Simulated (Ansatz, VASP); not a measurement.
## Two plane-wave programs on Al2BAs3

```
Al B As
1.0
    -1.89750    1.89750    8.36130
     1.89750   -1.89750    8.36130
     1.89750    1.89750   -8.36130
Al B As
2 1 3
Cartesian
  0.0000 0.0000 5.6880
  0.0000 0.0000 11.0346
  0.0000 0.0000 0.0000
  1.8975 0.0000 7.2227
  0.0000 1.8975 4.1807
  1.8975 0.0000 1.1386
```

Alike in both runs: functional PBE; k mesh 6 × 6 × 6; occupations gaussian, width 0.1 eV; no spin polarisation.

Ansatz relaxed the structure, and its values are those at the end. VASP's run is a single point on that final structure, the one shown.

|  | VASP | Ansatz |
| --- | --- | --- |
| version | VASP 6.6.1 | Ansatz 0.2.0 |
| potentials or method | VASP PAW PBE potentials, release 64 (Al, B, As), cutoff 520 eV | scalar-relativistic, plane waves, PAW |
| valence electrons in the cell | 24 | 54 |

|  | VASP | Ansatz | Ansatz less VASP |
| --- | --- | --- | --- |
| gap on the k mesh at the Fermi level (eV) | 0.83 | 0.84 | +0.009 |
| least direct gap on the mesh (eV) | 0.84 | 0.84 | +0.004 |
| pressure (GPa) | 0.5 | 0.3 | -0.22 |
| rms of the force components (eV/Å) | 0.009 | 0.007 | -0.0026 |

With one functional, cell and mesh, what is left measures potentials, basis and numerics. VASP's potentials hold 24 valence electrons a cell and Ansatz's 54, so a difference there can come from the potentials and not from the codes.
